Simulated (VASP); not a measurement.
# AlN (P6_3mc) in VASP: relaxation of cell and atoms with r2SCAN

Aim: the relaxation of cell and atoms of AlN with r2SCAN.

All numbers are computed with VASP 6.6.1; they aren't measurements. Logs are shortened: lines on timing, memory, paths and dates and some standing lists are left out, and cuts for length are marked.

### Step 1. The cell of the first run

Symmetry: P6_3mc, No. 186, hexagonal system. Conventional cell: a = 3.112 Å, b = 3.112 Å, c = 4.982 Å, α = 90.00°, β = 90.00°, γ = 120.00°. Al (site symmetry 3m) has 4 N at 1.89 to 1.90 Å within 2.5 Å. N (site symmetry 3m) has 4 Al at 1.89 to 1.90 Å within 2.5 Å.

### Step 2. Relaxation of cell and atoms, r2SCAN

POSCAR

```
AlN
1.0
    6.2240000000      0.0000000000      0.0000000000
   -3.1120000000      5.3901421132      0.0000000000
    0.0000000000      0.0000000000      4.9820000000
Al N
8 8
Direct
    0.1666666667      0.3333333333      0.0000000000
    0.1666666667      0.8333333333      0.0000000000
    0.6666666667      0.3333333333      0.0000000000
    0.6666666667      0.8333333333      0.0000000000
    0.3333333333      0.1666666667      0.5000000000
    0.3333333333      0.6666666667      0.5000000000
    0.8333333333      0.1666666667      0.5000000000
    0.8333333333      0.6666666667      0.5000000000
    0.1666666667      0.3333333333      0.3820000000
    0.1666666667      0.8333333333      0.3820000000
    0.6666666667      0.3333333333      0.3820000000
    0.6666666667      0.8333333333      0.3820000000
    0.3333333333      0.1666666667      0.8820000000
    0.3333333333      0.6666666667      0.8820000000
    0.8333333333      0.1666666667      0.8820000000
    0.8333333333      0.6666666667      0.8820000000
```

INCAR.step1

```
SYSTEM = AlN
  ALGO = Normal
  EDIFF = 1E-4
  ENCUT = 600
  GGA = PE
  ISMEAR = 0
  LASPH = .True.
  LCHARG = .False.
  LREAL = Auto
  LWAVE = .True.
  NELM = 100
  PREC = Accurate
  SIGMA = 0.02
```

INCAR.step2

```
SYSTEM = AlN
  ALGO = Normal
  EDIFF = 1E-7
  EDIFFG = -0.004
  ENCUT = 600
  IBRION = 2
  ISIF = 3
  ISMEAR = 0
  ISTART = 1
  LASPH = .True.
  LCHARG = .False.
  LMIXTAU = .True.
  LREAL = Auto
  LWAVE = .False.
  METAGGA = R2SCAN
  NELM = 100
  NSW = 80
  PREC = Accurate
  SIGMA = 0.02
```

KPOINTS

```
k-points
0
Gamma
  4 4 5
  0 0 0
```

Potentials or basis: VASP PAW PBE potentials, release 64 (Al, N).

Started as:

```
cat potpaw_PBE.64/Al/POTCAR potpaw_PBE.64/N/POTCAR > POTCAR
cp INCAR.step1 INCAR
mpirun -np 1 vasp_std > vasp.out
cp INCAR.step2 INCAR
mpirun -np 1 vasp_std > vasp.out
```

OUTCAR:

```text
SYSTEM = AlN
   EDIFF = 1E-7
   EDIFFG = -0.004
   ENCUT = 600
   IBRION = 2
   ISIF = 3
   ISMEAR = 0
   ISTART = 1
   LASPH = .True.
   LREAL = Auto
   METAGGA = R2SCAN
   NELM = 100
   NSW = 80
   PREC = Accurate

 ion  position               nearest neighbor table
   1  0.167  0.333  0.000-  13 1.89  15 1.89  14 1.89   9 1.90   5 3.07   5 3.07   7 3.07   7 3.07
                             6 3.07   6 3.07   3 3.11   3 3.11   4 3.11   2 3.11   2 3.11   4 3.11
   2  0.167  0.833  0.000-  14 1.89  16 1.89  13 1.89  10 1.90   6 3.07   6 3.07   8 3.07   8 3.07
                             5 3.07   5 3.07   4 3.11   4 3.11   1 3.11   1 3.11   3 3.11   3 3.11
   3  0.667  0.333  0.000-  15 1.89  13 1.89  16 1.89  11 1.90   7 3.07   7 3.07   5 3.07   5 3.07
                             8 3.07   8 3.07   1 3.11   1 3.11   4 3.11   4 3.11   2 3.11   2 3.11
   4  0.667  0.833  0.000-  16 1.89  14 1.89  15 1.89  12 1.90   8 3.07   8 3.07   6 3.07   6 3.07
                             7 3.07   7 3.07   2 3.11   2 3.11   3 3.11   3 3.11   1 3.11   1 3.11
   5  0.333  0.167  0.500-   9 1.89  11 1.89  10 1.89  13 1.90   1 3.07   1 3.07   3 3.07   3 3.07
                             2 3.07   2 3.07   7 3.11   7 3.11   6 3.11   6 3.11   8 3.11   8 3.11
   6  0.333  0.667  0.500-  10 1.89  12 1.89   9 1.89  14 1.90   2 3.07   2 3.07   4 3.07   4 3.07
                             1 3.07   1 3.07   8 3.11   8 3.11   7 3.11   5 3.11   5 3.11   7 3.11
   7  0.833  0.167  0.500-  11 1.89   9 1.89  12 1.89  15 1.90   3 3.07   3 3.07   1 3.07   1 3.07
                             4 3.07   4 3.07   5 3.11   5 3.11   6 3.11   8 3.11   8 3.11   6 3.11
   8  0.833  0.667  0.500-  12 1.89  10 1.89  11 1.89  16 1.90   4 3.07   4 3.07   2 3.07   2 3.07
                             3 3.07   3 3.07   6 3.11   6 3.11   5 3.11   7 3.11   7 3.11   5 3.11
   9  0.167  0.333  0.382-   5 1.89   7 1.89   6 1.89   1 1.90
[... 14 lines left out ...]
 A1 = (   6.2240000000,   0.0000000000,   0.0000000000)
 A2 = (  -3.1120000000,   5.3901421132,   0.0000000000)
 A3 = (   0.0000000000,   0.0000000000,   4.9820000000)

Analysis of symmetry for initial positions (statically):
=====================================================================
 Subroutine PRICEL returns following result:

  LATTYP: Found a hexagonal cell.
 ALAT       =     3.1120000000
 C/A-ratio  =     1.6008997429

  Lattice vectors:

 A1 = (   3.1120000000,   0.0000000000,   0.0000000000)
 A2 = (  -1.5560000000,   2.6950710566,   0.0000000000)
 A3 = (   0.0000000000,   0.0000000000,   4.9820000000)

   4 primitive cells build up your supercell.

 Routine SETGRP: Setting up the symmetry group for a
 hexagonal supercell.

 Subroutine GETGRP returns: Found 12 space group operations
 (whereof  6 operations were pure point group operations)
 out of a pool of 24 trial point group operations.

The static configuration has the point symmetry C_3v.
 The point group associated with its full space group is C_6v.

Analysis of symmetry for dynamics (positions and initial velocities):
[... 114 lines left out ...]
   EDIFF  = 0.1E-06   stopping-criterion for ELM
   LREAL  =      T    real-space projection
   EDIFFG = -.4E-02   stopping-criterion for IOM
   NSW    =     80    number of steps for IOM
   IBRION =      2    ionic relax: 0-MD 1-quasi-New 2-CG
   NFREE  =      1    steps in history (QN), initial steepest desc. (CG)
   ISIF   =      3    stress and relaxation
   ISYM   =      2    0-nonsym 1-usesym 2-fastsym
   POTIM  = 0.5000    time-step for ionic-motion
   TEBEG  =    0.0;   TEEND  =   0.0 temperature during run
   PSTRESS=    0.0 pullay stress
   NELECT =      64.0000    total number of electrons
   NUPDOWN=      -1.0000    fix difference up-down
   EMIN   =  10.00;   EMAX   =-10.00  energy-range for DOS
   EFERMI =   0.00;   METHOD = LEGACY
   ISMEAR =     0;   SIGMA  =   0.02  broadening in eV -4-tet -1-fermi 0-gaus
   EFERMI_NEDOS =   21; number of points for ismear=-14 and -15
   IALGO  =     38    algorithm
   IMIX   =      4    mixing-type and parameters
     AMIX     =   0.40;   BMIX     =  1.00
     AMIX_MAG =   1.60;   BMIX_MAG =  1.00
  volume/ion in A,a.u.               =      10.45        70.49
  Fermi-wavevector in a.u.,A,eV,Ry     =   1.188804  2.246514 19.228506  1.413255
  Thomas-Fermi vector in A             =   2.324926
   LORBIT       =      0    0 simple, 1 ext, 2 COOP (PROOUT), +10 PAW based schemes
   METAGGA = R2SCAN    functional components
   LHFCALC =     F    Hartree Fock is set to
   AEXX    =    0.0000 exact exchange contribution
   IVDW    =     0    specifies the selected vdW correction
   LEPSILON=     F    determine dielectric tensor
   LRPA    =     F    only Hartree local field effects (RPA)
 conjugate gradient relaxation of ions
 non-spin polarized calculation
 Gauss-broadening in eV      SIGMA  =   0.02
  energy-cutoff  :      600.00
  volume of cell :      167.14
 maximum number of plane-waves:      5630
 NGX is ok and might be reduce to    50
   NGX = 25   NGY = 25   NGZ = 19

--------------------------------------- Ionic step        1  -------------------------------------------

 number of electron      63.9999991 magnetization

 Free energy of the ion-electron system (eV)
  ---------------------------------------------------
  ext. energy  EPLUGINS =         0.00000000
  ---------------------------------------------------
  free energy    TOTEN  =      -153.82048481 eV

  energy without entropy =     -153.82048481  energy(sigma->0) =     -153.82048481

------------------------ aborting loop because EDIFF is reached ----------------------------------------

  FORCE on cell =-STRESS in cart. coord.  units (eV):
  Direction    XX          YY          ZZ          XY          YZ          ZX
  --------------------------------------------------------------------------------------
  -------------------------------------------------------------------------------------
  Total       -1.2947981     -1.2947981     -1.0325036      0.0000000      0.0000000      0.0000000
  in kB      -12.4119246    -12.4119246     -9.8975715      0.0000000      0.0000000      0.0000000
  external PRESSURE =     -11.5738069 kB  Pullay stress =       0.0000000 kB
[... 187 lines left out ...]
--------------------------------------- Ionic step        5  -------------------------------------------

 number of electron      63.9999991 magnetization

 Free energy of the ion-electron system (eV)
  ---------------------------------------------------
  ext. energy  EPLUGINS =         0.00000000
  ---------------------------------------------------
  free energy    TOTEN  =      -153.82397567 eV

  energy without entropy =     -153.82397567  energy(sigma->0) =     -153.82397567

 E-fermi :   6.0349     XC(G=0): -11.4241

 val. band max:        5.9374023041   @ k =   0.0000   0.0000   0.0000
 cond. band min:      10.8698741472   @ k =   0.0000   0.0000   0.0000
 fundamental gap:      4.9324718431
 Fermi energy:         6.0348969453

 k-point     1 :       0.0000    0.0000    0.0000
  band No.  band energies     occupation
      1     -10.0574      2.00000
      2      -8.1055      2.00000
      3      -8.1055      2.00000
      4      -8.1055      2.00000
      5      -7.9286      2.00000
      6      -7.4145      2.00000
[... 560 lines left out ...]
  FREE ENERGIE OF THE ION-ELECTRON SYSTEM (eV)
  ---------------------------------------------------
  free  energy   TOTEN  =      -153.8239756727 eV

  energy  without entropy=     -153.8239756727  energy(sigma->0) =     -153.82397567

 reached required accuracy - stopping structural energy minimisation
```

It took 17 min on 1 thread of Intel Xeon Platinum 8488C (Sapphire Rapids), shared host; peak memory 0.37 GiB.

Results:

| Quantity | Value |
| --- | --- |
| Free energy | -153.8240 eV |
| Relaxed volume | 10.39 Å³/atom |
| Relaxed cell | a = 6.211 Å, b = 6.211 Å, c = 4.974 Å, α = 90.00°, β = 90.00°, γ = 120.00° |
| Space group after relaxing (to 0.05 Å) | P6_3mc (No. 186) |
| Energy gained by relaxing | 0.2 meV/atom |
| Ionic steps | 5 |
| Pressure after relaxing | 0.0 GPa |
| Band gap on the k mesh | 4.93 eV |

The path:
```
step  energy change (eV)  largest force (eV/Å)  pressure (GPa)  volume (Å³)
   1              0.0000                0.0139           -1.16       167.14
   2             -0.0002                0.0007            1.13       165.32
   3             -0.0035                0.0072           -0.05       166.21
   4             -0.0035                0.0069            0.01       166.17
   5             -0.0035                0.0007            0.00       166.18
```

Final structure:
```cif
data_structure
_symmetry_space_group_name_H-M 'P 1'
_symmetry_Int_Tables_number 1
_cell_length_a 6.2108
_cell_length_b 6.2108
_cell_length_c 4.9744
_cell_angle_alpha 90.000
_cell_angle_beta 90.000
_cell_angle_gamma 120.000
_cell_volume 166.18
loop_
_atom_site_label
_atom_site_type_symbol
_atom_site_fract_x
_atom_site_fract_y
_atom_site_fract_z
_atom_site_occupancy
Al1 Al 0.16667 0.33333 0.00013 1
Al2 Al 0.16667 0.83333 0.00013 1
Al3 Al 0.66667 0.33333 0.00013 1
Al4 Al 0.66667 0.83333 0.00013 1
Al5 Al 0.33333 0.16667 0.50013 1
Al6 Al 0.33333 0.66667 0.50013 1
Al7 Al 0.83333 0.16667 0.50013 1
Al8 Al 0.83333 0.66667 0.50013 1
N1 N 0.16667 0.33333 0.38187 1
N2 N 0.16667 0.83333 0.38187 1
N3 N 0.66667 0.33333 0.38187 1
N4 N 0.66667 0.83333 0.38187 1
N5 N 0.33333 0.16667 0.88187 1
N6 N 0.33333 0.66667 0.88187 1
N7 N 0.83333 0.16667 0.88187 1
N8 N 0.83333 0.66667 0.88187 1
```

Caveat: the PAW data sets were made with another functional, which shifts forces and pressure a little. r2SCAN opens gaps a little over a GGA but as a rule still falls short of measured ones.
